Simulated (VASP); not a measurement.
Here is a VASP 6.6.1 calculation.

Contents of POSCAR:

```
Mg2C3
1.0
    2.3870223790     -2.3394118729     -0.0063441741
    2.3870223790      2.3394118729     -0.0063441741
   -1.2253611782      0.0000000000      4.8584158892
Mg C
2 3
Direct
    0.8082382625      0.8082382625      0.1984312469
    0.1917617375      0.1917617375      0.8015687531
    0.3198895615      0.3198895615      0.2615056059
    0.7115514125      0.7115514125      0.7385765061
    0.5157204870      0.5157204870      0.5000410560
```

INCAR.step1

```
  PREC = Accurate
  ENCUT = 520
  ISMEAR = 0
  SIGMA = 0.05
  LREAL = False
  LASPH = True
  NELM = 60
  NBANDS = 16
  GGA = PE
  ALGO = Normal
  EDIFF = 1E-4
  LWAVE = True
  LCHARG = False
```

Contents of INCAR.step2:

```
  PREC = Accurate
  ENCUT = 520
  EDIFF = 1E-6
  ISMEAR = 0
  SIGMA = 0.05
  LREAL = False
  LASPH = True
  NELM = 60
  ALGO = Normal
  ISIF = 2
  LWAVE = False
  LCHARG = False
  METAGGA = R2SCAN
  LMIXTAU = True
  NBANDS = 16
  ISTART = 1
```

Contents of KPOINTS:

```
Automatic mesh
0
Gamma
  8 8 6
```

Potentials or basis: VASP PAW PBE potentials, release 64 (Mg, C).

The run is started by

```bash
$ cat potpaw_PBE.64/Mg/POTCAR potpaw_PBE.64/C/POTCAR > POTCAR
$ cp INCAR.step1 INCAR
$ mpirun -np 1 vasp_std > vasp.out
$ cp INCAR.step2 INCAR
$ mpirun -np 1 vasp_std > vasp.out
```

Predict the largest force.

0.359 eV/Å.

What does it give for the band gap on the k mesh?

1.88 eV (least direct gap 2.65 eV).

Forces on the atoms (eV/Å):
```
Mg   0.280  0.000 -0.061
Mg   0.313  0.000  0.000
C   -0.154  0.000 -0.122
C   -0.103  0.000  0.058
C   -0.337  0.000  0.125
```

Caveat: the cell differs from its parent crystal (all C atoms moved +0.075 Å, as atom 3 along Cartesian [1 0 0]); the PAW data sets were made with another functional, which shifts forces and pressure a little. A k mesh can miss the band edges.
